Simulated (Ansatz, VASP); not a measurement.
**GaSb: VASP beside Ansatz**

POSCAR

```
GaSb
1.0
    0.0000000000      3.0658787979      3.0045612220
    3.0658787979      0.0000000000      3.0045612220
    3.0658787979      3.0658787979      0.0000000000
Ga Sb
1 1
Direct
    0.0000000000      0.0000000000      0.0000000000
    0.2500000000      0.2500000000      0.2500000000
```

INCAR.step1

```
SYSTEM = GaSb
PREC     = Accurate       ! precision mode
ENCUT    = 520            ! plane-wave cutoff, eV
ISMEAR   = -1             ! smearing method
SIGMA    = 0.02           ! smearing width, eV
LREAL    = .False.        ! projectors in reciprocal space
LASPH    = .True.         ! aspherical terms in the spheres
NELM     = 150            ! most SCF steps
LNONCOLLINEAR= .True.         ! non-collinear magnetism
MAGMOM   = 0 0 0 0 0 0    ! initial moments
LSORBIT  = .True.         ! spin-orbit coupling
GGA_COMPAT= .False.      
NBANDS   = 30             ! bands
GGA      = PE             ! functional
ALGO     = Normal         ! electronic algorithm
EDIFF    = 1E-4           ! SCF threshold, eV
LWAVE    = .True.         ! write WAVECAR
LCHARG   = .False.        ! write CHGCAR
```

The input INCAR.step2:

```
SYSTEM = GaSb
PREC     = Accurate       ! precision mode
ENCUT    = 520            ! plane-wave cutoff, eV
EDIFF    = 1E-7           ! SCF threshold, eV
ISMEAR   = -1             ! smearing method
SIGMA    = 0.02           ! smearing width, eV
LREAL    = .False.        ! projectors in reciprocal space
LASPH    = .True.         ! aspherical terms in the spheres
NELM     = 150            ! most SCF steps
ALGO     = Normal         ! electronic algorithm
ISIF     = 2              ! what is computed and relaxed
LWAVE    = .False.        ! write WAVECAR
LCHARG   = .True.         ! write CHGCAR
LNONCOLLINEAR= .True.         ! non-collinear magnetism
MAGMOM   = 0 0 0 0 0 0    ! initial moments
LORBIT   = 11             ! projections on sites
LSORBIT  = .True.         ! spin-orbit coupling
GGA_COMPAT= .False.      
LORBMOM  = .True.       
METAGGA  = R2SCAN         ! meta-GGA
LMIXTAU  = .True.       
LVHAR    = .True.       
NBANDS   = 30             ! bands
ISTART   = 1
```

Contents of KPOINTS:

```
Automatic mesh
0
Gamma
  8 8 8
  0 0 0
```

Input for Ansatz:

```yaml
crystal:
  lattice:
    - [0.0, 3.0658787979, 3.004561222]
    - [3.0658787979, 0.0, 3.004561222]
    - [3.0658787979, 3.0658787979, 0.0]
  atoms:
    - { symbol: Ga, position: [0.0, 0.0, 0.0] }
    - { symbol: Sb, position: [0.25, 0.25, 0.25] }
kpoints:
  mp_grid: { grid: [8, 8, 8] }
  band_path:
    path:
      - [0.0, 0.0, 0.0]
      - [-0.5, -0.5, 0.0]
      - [-0.375, -0.375, 0.25]
      - [-0.375, 0.0, 0.375]
      - [0.0, 0.0, 0.5]
      - [-0.5, -0.25, 0.25]
    npoints: 1
hamiltonian:
  xc: r2scan
scf:
  occupations: { method: fermi_dirac, width: 0.02 }
  n_extra_bands: 8
magnetization:
  noncollinear: true
  spin_orbit: true
output:
  forces: true
  stress: true
  eigenvalues: true
```

Change from the starting cell: uniaxial_z strain -2.0%.

Alike in both runs: task single point; functional r2SCAN; k mesh 8 × 8 × 8; occupations fermi-dirac, width 0.02 eV; non-collinear spin, spin-orbit coupling.

|  | VASP | Ansatz |
| --- | --- | --- |
| version | VASP 6.6.1 | Ansatz 0.2.0 |
| potentials or method | VASP PAW PBE potentials, release 64 (Ga_d, Sb) | plane waves, PAW |
| plane-wave cutoff (eV) | 520 | 500 |
| valence electrons in the cell | 18 | 28 |

```csv
,VASP,Ansatz,Ansatz less VASP
pressure (GPa),1.3,1.1,-0.14
"traceless stress, the component that is largest in VASP (GPa)",0.63,0.65,+0.016
net moment per atom (μB),0.00,0.00,0.000
```

VASP's potentials were made for PBE, not for r2SCAN. The functional is the same, so the differences come from potentials, cutoffs and numerics. VASP's potentials hold 18 valence electrons a cell and Ansatz's 28, so a difference there can come from the potentials and not from the codes.
